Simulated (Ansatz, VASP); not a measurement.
# One calculation of TaN, two programs

The input INCAR:

```
PREC = Accurate
ENCUT = 600
EDIFF = 1E-6
ISMEAR = -1
SIGMA = 0.15
LREAL = False
LASPH = True
NELM = 60
ALGO = Normal
ISIF = 3
LWAVE = False
LCHARG = False
IBRION = 2
NSW = 80
EDIFFG = -0.001
```

Contents of KPOINTS:

```
regular mesh
0
Gamma
  16 16 16
```

Contents of POSCAR:

```
TaN
1.0
    0.0000000000      2.1743265497      2.1743265497
    2.1743265497      0.0000000000      2.1743265497
    2.1743265497      2.1743265497      0.0000000000
Ta N
1 1
Direct
    0.5000000000      0.5000000000      0.5000000000
    0.0000000000      0.0000000000      0.0000000000
```

Input for Ansatz:

```yaml
crystal:
  lattice:
    - [0.0, 2.1743265507, 2.1743265507]
    - [2.1743265507, 0.0, 2.1743265507]
    - [2.1743265507, 2.1743265507, 0.0]
  atoms:
    - { symbol: Ta, position: [0.5, 0.5, 0.5] }
    - { symbol: "N", position: [0.0, 0.0, 0.0] }
basis:
  ecutwfc: 420
kpoints:
  mp_grid: { grid: [16, 16, 16] }
hamiltonian:
  xc: lda
scf:
  occupations: { method: fermi_dirac, width: 0.15 }
output:
  forces: true
  stress: true
  eigenvalues: true
  write_density: true
  write_potential: true
  elf: true
  volumetric_format: npy
relax:
  adjacent_minimum: "off"
  f_tol: 0.001
  max_steps: 60
  cell: { stress_tol: 0.01 }
```

Alike in both runs: task relaxation of cell and atoms; functional LDA; k mesh 16 × 16 × 16; occupations fermi-dirac, width 0.15 eV; no spin polarisation.

|  | VASP | Ansatz |
| --- | --- | --- |
| version | VASP 6.6.1 | Ansatz 0.2.0 |
| potentials or method | VASP PAW LDA potentials, release 64 (Ta_pv, N), cutoff 600 eV | scalar-relativistic, plane waves, PAW |
| valence electrons in the cell | 16 | 18 |

```tsv
	VASP	Ansatz	Ansatz less VASP
gap on the k mesh at the Fermi level, each at its own relaxed structure (eV)	none	none	-
relaxed volume (Å³/atom)	10.34	10.29	-0.055
relaxed cell length with the largest relative difference (Å)	3.081	3.076	-0.0055
```

LDA's correlation is that of Perdew and Zunger in VASP and of Perdew and Wang (1992) in Ansatz. A gap of «none» marks a metal or a gap that the smearing closes. VASP's potentials hold 16 valence electrons a cell and Ansatz's 18, so a difference there can come from the potentials and not from the codes.

Neither program's run includes spin-orbit coupling.
